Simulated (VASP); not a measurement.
Crystal: Pt.

```
Pt
1.0
     2.70545    0.00000    0.00000
    -1.35273    2.43862    0.00000
     0.00000    0.00000    4.79213
Pt
2
Direct
  0.66667 0.33333 0.75000
  0.33333 0.66667 0.25000
```

This cell differs from its parent crystal: strain -0.0200 x Voigt [1, -1, 0, 0, 0, 0].

Base run:

- Program: VASP 6.6.1
- Functional: LDA
- Potentials or basis: VASP PAW LDA potentials, release 64 (Pt)
- Cutoff: 520 eV
- k mesh: 21 × 21 × 10
- Occupations: gaussian, width 0.15 eV
- Spin: no spin polarisation

Its results: band gap on the k mesh zero (band 10 reaches 10.69 eV, above the bottom of band 11 at 9.48 eV); pressure -14.8 GPa.

Task: The run is repeated on the same cell with these changes: potentials or basis from VASP PAW LDA potentials, release 64 (Pt) to VASP PAW LDA potentials, release 64 (Pt_sv_GW); cutoff from 520 eV to 500 eV; further incar settings from ALGO = Fast; EDIFF = 1e-07; NBANDS = 17 to ALGO = Normal; EDIFF = 1e-06; NBANDS = 25; valence electrons from 20 to 36. What comes out?

Result: Band gap on the k mesh zero (band 18 reaches 10.07 eV, above the bottom of band 19 at 8.86 eV); pressure -17.7 GPa.

Caveats: spin-orbit coupling is left out, which moves the levels of the heavy elements.
